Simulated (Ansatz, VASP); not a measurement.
# Two plane-wave programs on Re

```
CELL_PARAMETERS angstrom
2.76080 0.00000 0.00000
-1.38040 2.39092 0.00000
0.00000 0.00000 4.45820
ATOMIC_POSITIONS crystal
Re 0.66667 0.33333 0.75000
Re 0.33333 0.66667 0.25000
```

Alike in both runs: task relaxation of cell and atoms; functional PBEsol; dispersion D3(BJ); k mesh 11 × 11 × 6; occupations fermi-dirac, width 0.05 eV; no spin polarisation.

```csv
,VASP,Ansatz
version,VASP 6.6.1,Ansatz 0.2.0
potentials or method,"VASP PAW PBE potentials, release 64 (Re)",Ansatz PAW
plane-wave cutoff (eV),600,420
valence electrons in the cell,14,30
```

|  | VASP | Ansatz | Ansatz less VASP |
| --- | --- | --- | --- |
| relaxed volume (Å³/atom) | 14.28 | 14.27 | -0.013 |
| relaxed length of the cell vector where the two differ most in proportion (Å) | 2.733 | 2.732 | -0.0012 |

VASP's potentials were made for PBE, not for PBEsol. VASP's potentials hold 14 valence electrons a cell and Ansatz's 30, so a difference there can come from the potentials and not from the codes.

Spin-orbit coupling is off throughout. Noted on Ansatz's run: the plane-wave basis is chosen anew once the cell has moved, so the energies of steps on either side of that aren't comparable.
